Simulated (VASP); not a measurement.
Input of a VASP 6.6.1 run:

File INCAR:

```
SYSTEM = Ru
ALGO = Normal
EDIFF = 1E-6
ENCUT = 500
GGA_COMPAT = .FALSE.
ISIF = 2
ISMEAR = 0
LASPH = .TRUE.
LCHARG = .FALSE.
LREAL = .FALSE.
LWAVE = .FALSE.
NBANDS = 21
NELM = 120
PREC = Accurate
SIGMA = 0.1
```

KPOINTS

```
k-points
0
G
  15 15 8
  0 0 0
```

POSCAR

```
Ru
1.0
    2.6738874567      0.0000000000      0.0000000000
   -1.3369437283      2.3156544644      0.0000000000
    0.0000000000      0.0000000000      4.2264002556
Ru
2
Direct
    0.3333333333      0.6666666667      0.2500000000
    0.6666666667      0.3333333333      0.7500000000
```

Potentials or basis: VASP PAW LDA potentials, release 64 (Ru_pv).

Run with:

```sh
$ cat potpaw_LDA.64/Ru_pv/POTCAR > POTCAR
$ mpirun -np 1 vasp_std > vasp.out
```

(1) What does it give for the band gap on the k mesh?

(2) Estimate the pressure.

Answers

(1) zero (bands 14 and 15 overlap by 3.29 eV).

(2) 1.0 GPa.
